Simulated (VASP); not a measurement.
Here is a VASP 6.6.1 calculation.

POSCAR

```
KCl
1.0
    0.0000000000      3.1448483113      3.1448483113
    3.1448483113      0.0000000000      3.1448483113
    3.1448483113      3.1448483113      0.0000000000
K Cl
1 1
Direct
    0.0000000000      0.0000000000      0.0000000000
    0.5000000000      0.5000000000      0.5000000000
```

Contents of INCAR.step1:

```
  PREC = Accurate
  ENCUT = 520
  ISMEAR = 0
  SIGMA = 0.01
  LREAL = F
  LASPH = T
  NELM = 60
  NBANDS = 15
  GGA = PE
  ALGO = Normal
  EDIFF = 1E-4
  LWAVE = T
  LCHARG = F
```

INCAR.step2

```
  PREC = Accurate
  ENCUT = 520
  EDIFF = 1E-6
  ISMEAR = 0
  SIGMA = 0.01
  LREAL = F
  LASPH = T
  NELM = 60
  ALGO = Normal
  ISIF = 2
  LWAVE = F
  LCHARG = F
  METAGGA = R2SCAN
  LMIXTAU = T
  NBANDS = 15
  ISTART = 1
```

File KPOINTS:

```
regular mesh
0
Gamma
  4 4 4
```

Potentials or basis: VASP PAW PBE potentials, release 64 (K_sv, Cl).

Command:

```bash
$ cat potpaw_PBE.64/K_sv/POTCAR potpaw_PBE.64/Cl/POTCAR > POTCAR
$ cp INCAR.step1 INCAR
$ mpirun -np 1 vasp_std > vasp.out
$ cp INCAR.step2 INCAR
$ mpirun -np 1 vasp_std > vasp.out
```

Q: What does it give for the pressure?

A: 0.0 GPa.

Q: Predict the band gap on the k mesh.

A: 5.83 eV, direct.

Caveat: the k points lie up to 0.43 Å⁻¹ apart; the PAW data sets were made with another functional, which shifts forces and pressure a little. r2SCAN opens gaps a little over a GGA but as a rule still falls short of measured ones.
